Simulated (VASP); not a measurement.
Here is a VASP 6.6.1 calculation.

INCAR

```
SYSTEM = CuB3
PREC = Accurate ; ENCUT = 520
EDIFF = 1E-6 ; ISMEAR = 0
SIGMA = 0.1 ; LREAL = .FALSE.
LASPH = .TRUE. ; NELM = 80
ALGO = Fast ; ISIF = 2
LWAVE = .FALSE. ; LCHARG = .FALSE.
GGA = PE ; NBANDS = 18
```

Contents of KPOINTS:

```
Automatic mesh
0
G
  14 14 14
  0 0 0
```

POSCAR

```
CuB3
1.0
    3.1285296469      0.0000000000      0.0000000000
    0.0000000000      3.1285296469      0.0000000000
    0.0000000000      0.0000000000      3.1285296469
Cu B
1 3
Direct
    0.0000000000      0.0000000000      0.0000000000
    0.0000000000      0.5000000000      0.5000000000
    0.5000000000      0.0000000000      0.5000000000
    0.5000000000      0.5000000000      0.0000000000
```

Potentials or basis: VASP PAW PBE potentials, release 64 (Cu, B).

Command:

```console
$ cat potpaw_PBE.64/Cu/POTCAR potpaw_PBE.64/B/POTCAR > POTCAR
$ mpirun -np 1 vasp_std > vasp.out
```

(1) Predict the band gap on the k mesh.

(2) What does it give for the pressure?

Answers

(1) zero (bands 10 and 11 overlap by 4.16 eV).

(2) 0.1 GPa.
